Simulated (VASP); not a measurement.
# B6Pd (Pm-3) in VASP: a series of runs, part 2 of 2

VASP 6.6.1.

## 3. Single point, PBE, collinear spin

This run uses another cell than the first one, of 8.47 Å³/atom.

INCAR reads:

```
SYSTEM = B6Pd
ALGO     = Normal         ! electronic algorithm
EDIFF    = 1E-6           ! SCF threshold, eV
ENCUT    = 520            ! plane-wave cutoff, eV
GGA      = PE             ! functional
ISIF     = 2              ! what is computed and relaxed
ISMEAR   = 0              ! smearing method
ISPIN    = 2              ! spin polarisation
LASPH    = .TRUE.         ! aspherical terms in the spheres
LCHARG   = .FALSE.        ! write CHGCAR
LMAXMIX  = 4              ! l up to which the mixer works
LORBIT   = 11             ! projections on sites
LREAL    = .FALSE.        ! projectors in reciprocal space
LWAVE    = .FALSE.        ! write WAVECAR
MAGMOM   = 0 0 0 0 0 0 1  ! initial moments
NBANDS   = 27             ! bands
NELM     = 150            ! most SCF steps
PREC     = Accurate       ! precision mode
SIGMA    = 0.1            ! smearing width, eV
```

KPOINTS reads:

```
k-points
0
G
  4 4 4
  0 0 0
```

POSCAR reads:

```
B6Pd
1.0
    3.8999653456      0.0000000000      0.0000000000
    0.0000000000      3.8999653456      0.0000000000
    0.0000000000      0.0000000000      3.8999653456
B Pd
6 1
Direct
    0.2114506654      0.0000000000      0.5000000000
    0.7885493346      0.0000000000      0.5000000000
    0.5000000000      0.2114506654      0.0000000000
    0.5000000000      0.7885493346      0.0000000000
    0.0000000000      0.5000000000      0.2114506654
    0.0000000000      0.5000000000      0.7885493346
    0.5000000000      0.5000000000      0.5000000000
```

Potentials or basis: VASP PAW PBE potentials, release 64 (B, Pd).

Launch:

```sh
$ cat potpaw_PBE.64/B/POTCAR potpaw_PBE.64/Pd/POTCAR > POTCAR
$ mpirun -np 1 vasp_std > vasp.out
```

OUTCAR:

```text
SYSTEM = B6Pd
   EDIFF = 1E-6
   ENCUT = 520
   GGA = PE
   ISIF = 2
   ISMEAR = 0
   ISPIN = 2
   LASPH = .TRUE.
   LORBIT = 11
   LREAL = .FALSE.
   NELM = 150
   PREC = Accurate

 ion  position               nearest neighbor table
   1  0.211  0.000  0.500-   2 1.65   7 2.25   7 2.25
   2  0.789  0.000  0.500-   1 1.65   7 2.25   7 2.25
   3  0.500  0.211  0.000-   4 1.65   7 2.25   7 2.25
   4  0.500  0.789  0.000-   3 1.65   7 2.25   7 2.25
   5  0.000  0.500  0.211-   6 1.65   7 2.25   7 2.25
   6  0.000  0.500  0.789-   5 1.65   7 2.25   7 2.25
   7  0.500  0.500  0.500-   1 2.25   2 2.25   3 2.25   4 2.25   5 2.25   6 2.25   3 2.25   4 2.25
                             1 2.25   2 2.25   5 2.25   6 2.25

  LATTYP: Found a simple cubic cell.
 ALAT       =     3.8999653456

  Lattice vectors:

 A1 = (   3.8999653456,   0.0000000000,   0.0000000000)
 A2 = (   0.0000000000,   3.8999653456,   0.0000000000)
 A3 = (   0.0000000000,   0.0000000000,   3.8999653456)

[... 844 lines left out ...]
  Total       -0.0036936     -0.0036936     -0.0036936      0.0000000      0.0000000      0.0000000
  in kB       -0.0997639     -0.0997639     -0.0997639      0.0000000      0.0000000      0.0000000
  external PRESSURE =      -0.0997639 kB  Pullay stress =       0.0000000 kB

 VOLUME and BASIS-vectors are now :
 -----------------------------------------------------------------------------
  energy-cutoff  :      520.00
  volume of cell :       59.32
      direct lattice vectors                 reciprocal lattice vectors
     3.899965346  0.000000000  0.000000000     0.256412535  0.000000000  0.000000000
     0.000000000  3.899965346  0.000000000     0.000000000  0.256412535  0.000000000
     0.000000000  0.000000000  3.899965346     0.000000000  0.000000000  0.256412535

 POSITION                                       TOTAL-FORCE (eV/Angst)
 -----------------------------------------------------------------------------------
      0.82465      0.00000      1.94998         0.017229     -0.000000      0.000000
      3.07532      0.00000      1.94998        -0.017229     -0.000000     -0.000000
      1.94998      0.82465      0.00000        -0.000000      0.017229     -0.000000
      1.94998      3.07532      0.00000         0.000000     -0.017229      0.000000
      0.00000      1.94998      0.82465         0.000000     -0.000000      0.017229
      0.00000      1.94998      3.07532         0.000000      0.000000     -0.017229
      1.94998      1.94998      1.94998         0.000000      0.000000      0.000000
 -----------------------------------------------------------------------------------
    total drift:                                0.000000      0.000000     -0.000000

  FREE ENERGIE OF THE ION-ELECTRON SYSTEM (eV)
  ---------------------------------------------------
  free  energy   TOTEN  =       -36.7353699804 eV

  energy  without entropy=      -36.7145113281  energy(sigma->0) =      -36.72494065

 total charge

# of ion       s       p       d       tot
------------------------------------------
    1        0.686   1.009   0.000   1.695
    2        0.686   1.009   0.000   1.695
    3        0.686   1.009   0.000   1.695
    4        0.686   1.009   0.000   1.695
    5        0.686   1.009   0.000   1.695
    6        0.686   1.009   0.000   1.695
    7        0.644   1.193   8.540  10.377
--------------------------------------------------
tot          4.761   7.244   8.540  20.545

 magnetization (x)

# of ion       s       p       d       tot
------------------------------------------
    1       -0.000  -0.000   0.000  -0.000
    2       -0.000  -0.000   0.000  -0.000
    3       -0.000  -0.000   0.000  -0.000
    4       -0.000  -0.000   0.000  -0.000
    5       -0.000  -0.000   0.000  -0.000
    6       -0.000  -0.000   0.000  -0.000
    7       -0.000  -0.000  -0.000  -0.000
--------------------------------------------------
tot         -0.000  -0.000  -0.000  -0.000
```

OSZICAR:

```text
N       E                     dE             d eps       ncg     rms          rms(c)
DAV:   1     0.945180377812E+02    0.94518E+02   -0.12695E+04  1188   0.947E+02
DAV:   2    -0.360834823838E+02   -0.13060E+03   -0.12100E+03  1431   0.209E+02
DAV:   3    -0.412852284612E+02   -0.52017E+01   -0.50809E+01  1475   0.381E+01
DAV:   4    -0.413323492995E+02   -0.47121E-01   -0.46836E-01  1342   0.331E+00
DAV:   5    -0.413327842566E+02   -0.43496E-03   -0.43493E-03  1421   0.353E-01    0.225E+01
DAV:   6    -0.399636251127E+02    0.13692E+01   -0.35849E+01  1238   0.500E+01    0.265E+01
DAV:   7    -0.369069283655E+02    0.30567E+01   -0.65094E+00  1218   0.273E+01    0.499E+00
DAV:   8    -0.367854871768E+02    0.12144E+00   -0.99658E-01  1318   0.771E+00    0.256E+00
DAV:   9    -0.367354975677E+02    0.49990E-01   -0.12978E-01  1242   0.322E+00    0.568E-01
DAV:  10    -0.367355905863E+02   -0.93019E-04   -0.75076E-03  1428   0.462E-01    0.276E-01
DAV:  11    -0.367353677323E+02    0.22285E-03   -0.54180E-04  1272   0.155E-01    0.110E-01
DAV:  12    -0.367353665225E+02    0.12098E-05   -0.14403E-04  1306   0.916E-02    0.449E-02
DAV:  13    -0.367353709634E+02   -0.44409E-05   -0.10953E-05  1353   0.183E-02    0.201E-02
DAV:  14    -0.367353699804E+02    0.98302E-06   -0.35676E-06  1210   0.160E-02
   1 F= -.36735370E+02 E0= -.36724941E+02  d E =-.208587E-01  mag=    -0.0000
```

It took 33 s on 1 thread of Intel Xeon Platinum 8488C (Sapphire Rapids), shared host; peak memory 0.19 GiB.

Results:

* Free energy: -36.7354 eV
* Pressure: 0.0 GPa
* Largest force: 0.017 eV/Å
* Band gap on the k mesh: zero (filled and empty bands overlap)
* Net moment: 0.00 μB per cell
* Valence electrons inside the program's atomic spheres: B 1.70; Pd 10.38

Forces on the atoms (eV/Å):
```
B    0.017  0.000  0.000
B   -0.017  0.000  0.000
B    0.000  0.017  0.000
B    0.000 -0.017  0.000
B    0.000  0.000  0.017
B    0.000  0.000 -0.017
Pd   0.000  0.000  0.000
```

Levels at points of the mesh, in eV from the Fermi level:
Spin up:
| k point | band 10 | band 11 | band 12 | band 13 | band 14 | band 15 | band 16 | band 17 | band 18 | band 19 |
| --- | --- | --- | --- | --- | --- | --- | --- | --- | --- | --- |
| (0.00, 0.00, 0.00) | -4.95 | -4.95 | -4.29 | 1.02 | 1.02 | 1.02 | 1.23 | 1.23 | 3.14 | 3.14 |
| (0.50, 0.00, 0.00) | -4.49 | -3.44 | -3.17 | -2.02 | -1.30 | 0.09 | 0.36 | 3.43 | 3.66 | 3.80 |
| (0.50, 0.50, 0.00) | -4.82 | -3.20 | -2.25 | -1.89 | -1.79 | -0.25 | 1.80 | 2.79 | 2.80 | 3.49 |
| (0.50, 0.50, 0.50) | -6.17 | -4.69 | -4.69 | -4.69 | 3.73 | 3.73 | 3.73 | 4.35 | 4.35 | 4.35 |
Spin down:
| k point | band 10 | band 11 | band 12 | band 13 | band 14 | band 15 | band 16 | band 17 | band 18 | band 19 |
| --- | --- | --- | --- | --- | --- | --- | --- | --- | --- | --- |
| (0.00, 0.00, 0.00) | -4.95 | -4.95 | -4.29 | 1.02 | 1.02 | 1.02 | 1.23 | 1.23 | 3.14 | 3.14 |
| (0.50, 0.00, 0.00) | -4.49 | -3.44 | -3.17 | -2.02 | -1.30 | 0.09 | 0.36 | 3.43 | 3.66 | 3.80 |
| (0.50, 0.50, 0.00) | -4.82 | -3.20 | -2.25 | -1.89 | -1.79 | -0.25 | 1.80 | 2.79 | 2.80 | 3.49 |
| (0.50, 0.50, 0.50) | -6.17 | -4.69 | -4.69 | -4.69 | 3.73 | 3.73 | 3.73 | 4.35 | 4.35 | 4.35 |

Caveat: the k points lie up to 0.40 Å⁻¹ apart, too coarse for converged energies and pressures of a metal.

## 4. Single point, PBE

This run uses another cell than the first one, of 8.51 Å³/atom.

INCAR reads:

```
ALGO = Normal
EDIFF = 1E-6
ENCUT = 520
GGA = PE
ISIF = 2
ISMEAR = 0
LASPH = True
LCHARG = True
LELF = True
LREAL = False
LVHAR = True
LWAVE = False
NBANDS = 23
NELM = 100
PREC = Accurate
SIGMA = 0.1
```

KPOINTS reads:

```
k-points
0
Gamma
  10 10 10
```

POSCAR reads:

```
B6Pd
1.0
    3.9062041043      0.0000000000      0.0000000000
    0.0000000000      3.9062041043      0.0000000000
    0.0000000000      0.0000000000      3.9062041043
B Pd
6 1
Direct
    0.2103462316      0.0000000000      0.5000000000
    0.7896537684      0.0000000000      0.5000000000
    0.5000000000      0.2103462316      0.0000000000
    0.5000000000      0.7896537684      0.0000000000
    0.0000000000      0.5000000000      0.2103462316
    0.0000000000      0.5000000000      0.7896537684
    0.5000000000      0.5000000000      0.5000000000
```

Potentials or basis: VASP PAW PBE potentials, release 64 (B, Pd).

Launch:

```sh
$ cat potpaw_PBE.64/B/POTCAR potpaw_PBE.64/Pd/POTCAR > POTCAR
$ mpirun -np 1 vasp_std > vasp.out
```

OUTCAR:

```text
EDIFF = 1E-6
   ENCUT = 520
   GGA = PE
   ISIF = 2
   ISMEAR = 0
   LASPH = True
   LREAL = False
   NELM = 100
   PREC = Accurate

 ion  position               nearest neighbor table
   1  0.210  0.000  0.500-   2 1.64   7 2.26   7 2.26
   2  0.790  0.000  0.500-   1 1.64   7 2.26   7 2.26
   3  0.500  0.210  0.000-   4 1.64   7 2.26   7 2.26
   4  0.500  0.790  0.000-   3 1.64   7 2.26   7 2.26
   5  0.000  0.500  0.210-   6 1.64   7 2.26   7 2.26
   6  0.000  0.500  0.790-   5 1.64   7 2.26   7 2.26
   7  0.500  0.500  0.500-   1 2.26   2 2.26   3 2.26   4 2.26   5 2.26   6 2.26   3 2.26   4 2.26
                             1 2.26   2 2.26   5 2.26   6 2.26

  LATTYP: Found a simple cubic cell.
 ALAT       =     3.9062041043

  Lattice vectors:

 A1 = (   3.9062041043,   0.0000000000,   0.0000000000)
 A2 = (   0.0000000000,   3.9062041043,   0.0000000000)
 A3 = (   0.0000000000,   0.0000000000,   3.9062041043)

Analysis of symmetry for initial positions (statically):
=====================================================================
 Subroutine PRICEL returns:
[... 186 lines left out ...]
 fundamental gap:      0.0351178289
 Fermi energy:         8.6556816405

 k-point     1 :       0.0000    0.0000    0.0000
  band No.  band energies     occupation
      1      -6.4479      2.00000
      2      -1.3574      2.00000
      3      -1.3574      2.00000
      4       1.8410      2.00000
      5       1.8410      2.00000
      6       1.8410      2.00000
[... 613 lines left out ...]
     22      14.2408      0.00000
     23      15.0484      0.00000

 [... further k-points ...]

------------------------ aborting loop because EDIFF is reached ----------------------------------------

  FORCE on cell =-STRESS in cart. coord.  units (eV):
  Direction    XX          YY          ZZ          XY          YZ          ZX
  --------------------------------------------------------------------------------------
  -------------------------------------------------------------------------------------
  Total        0.0008508      0.0008508      0.0008508     -0.0000000      0.0000000      0.0000000
  in kB        0.0228700      0.0228700      0.0228700     -0.0000000      0.0000000      0.0000000
  external PRESSURE =       0.0228700 kB  Pullay stress =       0.0000000 kB

 VOLUME and BASIS-vectors are now :
 -----------------------------------------------------------------------------
  energy-cutoff  :      520.00
  volume of cell :       59.60
      direct lattice vectors                 reciprocal lattice vectors
     3.906204104  0.000000000  0.000000000     0.256003008  0.000000000  0.000000000
     0.000000000  3.906204104  0.000000000     0.000000000  0.256003008  0.000000000
     0.000000000  0.000000000  3.906204104     0.000000000  0.000000000  0.256003008

 POSITION                                       TOTAL-FORCE (eV/Angst)
 -----------------------------------------------------------------------------------
      0.82166      0.00000      1.95310         0.012287      0.000000      0.000000
      3.08455      0.00000      1.95310        -0.012287      0.000000      0.000000
      1.95310      0.82166      0.00000         0.000000      0.012287      0.000000
      1.95310      3.08455      0.00000         0.000000     -0.012287      0.000000
      0.00000      1.95310      0.82166        -0.000000      0.000000      0.012287
      0.00000      1.95310      3.08455         0.000000      0.000000     -0.012287
      1.95310      1.95310      1.95310         0.000000      0.000000      0.000000
 -----------------------------------------------------------------------------------
    total drift:                                0.000000      0.000000     -0.000000

  FREE ENERGIE OF THE ION-ELECTRON SYSTEM (eV)
  ---------------------------------------------------
  free  energy   TOTEN  =       -36.7922474577 eV

  energy  without entropy=      -36.7811031787  energy(sigma->0) =      -36.78667532
```

OSZICAR:

```text
N       E                     dE             d eps       ncg     rms          rms(c)
DAV:   1     0.951630747983E+02    0.95163E+02   -0.13136E+04  3496   0.113E+03
DAV:   2    -0.355875083942E+02   -0.13075E+03   -0.12239E+03  4119   0.229E+02
DAV:   3    -0.414530897580E+02   -0.58656E+01   -0.57575E+01  4753   0.436E+01
DAV:   4    -0.415207632040E+02   -0.67673E-01   -0.67561E-01  4048   0.459E+00
DAV:   5    -0.415218847366E+02   -0.11215E-02   -0.11211E-02  4809   0.542E-01    0.220E+01
DAV:   6    -0.400370237929E+02    0.14849E+01   -0.49177E+01  4154   0.608E+01    0.279E+01
DAV:   7    -0.369652892590E+02    0.30717E+01   -0.92513E+00  3904   0.338E+01    0.524E+00
DAV:   8    -0.368535591689E+02    0.11173E+00   -0.16444E+00  4341   0.101E+01    0.264E+00
DAV:   9    -0.367936684731E+02    0.59891E-01   -0.24833E-01  3876   0.487E+00    0.378E-01
DAV:  10    -0.367929281166E+02    0.74036E-03   -0.20961E-02  3990   0.124E+00    0.250E-01
DAV:  11    -0.367922279914E+02    0.70013E-03   -0.23963E-03  4333   0.529E-01    0.729E-02
DAV:  12    -0.367922525698E+02   -0.24578E-04   -0.21347E-04  4254   0.958E-02    0.284E-02
DAV:  13    -0.367922472830E+02    0.52869E-05   -0.38605E-05  4168   0.590E-02    0.347E-03
DAV:  14    -0.367922474577E+02   -0.17470E-06   -0.25217E-06  3127   0.141E-02
   1 F= -.36792247E+02 E0= -.36786675E+02  d E =-.111443E-01
```

stdout:

```text
POSCAR found type information on POSCAR B Pd
 POSCAR found :  2 types and       7 ions
 scaLAPACK will be used
 LDA part: xc-table for (Slater+PW92), standard interpolation
 POSCAR, INCAR and KPOINTS ok, starting setup
 FFT: planning ... GRIDC
 FFT: planning ... GRID_SOFT
 FFT: planning ... GRID
 WAVECAR not read
 entering main loop
```

Run time: 87 s. Hardware: 1 thread of Intel Xeon Platinum 8488C (Sapphire Rapids), shared host; peak memory 0.23 GiB.

What came out:

| Item | Value |
| --- | --- |
| Free energy | -36.7922 eV |
| Pressure | 0.0 GPa |
| Largest force | 0.012 eV/Å |
| Band gap on the k mesh | zero (bands 14 and 15 overlap by 4.18 eV) |

Forces in eV/Å, atoms in the order of the input:
```
B    0.012  0.000  0.000
B   -0.012  0.000  0.000
B    0.000  0.012  0.000
B    0.000 -0.012  0.000
B    0.000  0.000  0.012
B    0.000  0.000 -0.012
Pd   0.000  0.000  0.000
```

## 5. Relaxation of cell and atoms, PBE

This run uses another cell than the first one, of 8.47 Å³/atom.

INCAR reads:

```
SYSTEM = B6Pd
ALGO = Normal
EDIFF = 1E-6
EDIFFG = -0.01
ENCUT = 600
GGA = PE
IBRION = 2
ISIF = 3
ISMEAR = 0
LASPH = .TRUE.
LCHARG = .FALSE.
LREAL = .FALSE.
LWAVE = .FALSE.
NELM = 80
NSW = 100
PREC = Accurate
SIGMA = 0.1
```

KPOINTS reads:

```
k-points
0
G
  10 10 10
  0 0 0
```

POSCAR reads:

```
B6Pd
1.0
    3.8999653456      0.0000000000      0.0000000000
    0.0000000000      3.8999653456      0.0000000000
    0.0000000000      0.0000000000      3.8999653456
B Pd
6 1
Direct
    0.2114506654      0.0000000000      0.5000000000
    0.7885493346      0.0000000000      0.5000000000
    0.5000000000      0.2114506654      0.0000000000
    0.5000000000      0.7885493346      0.0000000000
    0.0000000000      0.5000000000      0.2114506654
    0.0000000000      0.5000000000      0.7885493346
    0.5000000000      0.5000000000      0.5000000000
```

Launch:

```sh
$ cat potpaw_PBE.64/B/POTCAR potpaw_PBE.64/Pd/POTCAR > POTCAR
$ mpirun -np 1 vasp_std > vasp.out
```

Wall time 1.8 min (1 thread of Intel Xeon Platinum 8488C (Sapphire Rapids), shared host); peak memory 0.24 GiB.

Results (log left out):

```
Free energy                           : -36.7961 eV
Relaxed volume                        : 8.51 Å³/atom
Relaxed cell                          : a = 3.906 Å, b = 3.906 Å, c = 3.906 Å, α = 90.00°, β = 90.00°, γ = 90.00°
Space group after relaxing (to 0.1 Å) : Pm-3 (No. 200)
Energy gained by relaxing             : 0.3 meV/atom
Ionic steps                           : 3
Pressure after relaxing               : 0.0 GPa
Band gap on the k mesh                : zero (bands 14 and 15 overlap by 4.18 eV)
```

Forces in eV/Å, atoms in the order of the input:
```
B   -0.003  0.000  0.000
B    0.003  0.000  0.000
B    0.000 -0.003  0.000
B    0.000  0.003  0.000
B    0.000  0.000 -0.003
B    0.000  0.000  0.003
Pd   0.000  0.000  0.000
```

The path:
| step | energy change (eV) | largest force (eV/Å) | pressure (GPa) | volume (Å³) |
| --- | --- | --- | --- | --- |
| 1 | 0.0000 | 0.1086 | 0.79 | 59.32 |
| 2 | -0.0017 | 0.0349 | -0.25 | 59.68 |
| 3 | -0.0019 | 0.0025 | -0.01 | 59.59 |

Final structure:
```cif
data_structure
_symmetry_space_group_name_H-M 'P 1'
_symmetry_Int_Tables_number 1
_cell_length_a 3.9058
_cell_length_b 3.9058
_cell_length_c 3.9058
_cell_angle_alpha 90.000
_cell_angle_beta 90.000
_cell_angle_gamma 90.000
_cell_volume 59.59
loop_
_atom_site_label
_atom_site_type_symbol
_atom_site_fract_x
_atom_site_fract_y
_atom_site_fract_z
_atom_site_occupancy
B1 B 0.21045 0.00000 0.50000 1
B2 B 0.78955 0.00000 0.50000 1
B3 B 0.50000 0.21045 0.00000 1
B4 B 0.50000 0.78955 0.00000 1
B5 B 0.00000 0.50000 0.21045 1
B6 B 0.00000 0.50000 0.78955 1
Pd1 Pd 0.50000 0.50000 0.50000 1
```

Levels at points of the mesh, in eV from the Fermi level:
```tsv
k point	band 11	band 12	band 13	band 14	band 15	band 16	band 17	band 18
(0.00, 0.00, 0.00)	-5.09	-4.43	0.83	0.83	0.83	1.08	1.08	2.97
(0.50, 0.00, 0.00)	-3.58	-3.30	-2.15	-1.45	-0.05	0.16	3.29	3.50
(0.50, 0.50, 0.00)	-3.36	-2.40	-2.01	-1.96	-0.39	1.62	2.59	2.65
(0.50, 0.50, 0.50)	-4.81	-4.81	-4.81	3.56	3.56	3.56	4.13	4.13
```

## 6. Summary

| task | spin | cell | k mesh | cutoff (eV) | gap on the mesh (eV) | pressure (GPa) | relaxed volume (Å³/atom) | largest force (eV/Å) |
| --- | --- | --- | --- | --- | --- | --- | --- | --- |
| relaxation of cell and atoms | off | relaxed from a = 3.859 Å, 7 atoms, atomic positions A | 4 × 4 × 4 | 600 | none | 0.0 | 8.47 | - |
| single point | collinear | a = 3.900 Å, 7 atoms, atomic positions B | 4 × 4 × 4 | 520 | none | 0.0 | - | 0.02 |
| single point | off | a = 3.906 Å, 7 atoms, atomic positions C | 10 × 10 × 10 | 520 | none | 0.0 | - | 0.01 |
| relaxation of cell and atoms | off | relaxed from a = 3.900 Å, 7 atoms, atomic positions B | 10 × 10 × 10 | 600 | none | 0.0 | 8.51 | - |

Alike in all rows: level PBE; potentials or basis VASP PAW PBE potentials, release 64 (B, Pd); smearing gaussian 0.1 eV.

Caveats: some runs use coarse meshes.

Absolute energies hang on the potentials; compare differences alone.

The gap in the log of VASP goes by the Fermi energy; the results here count the filled bands.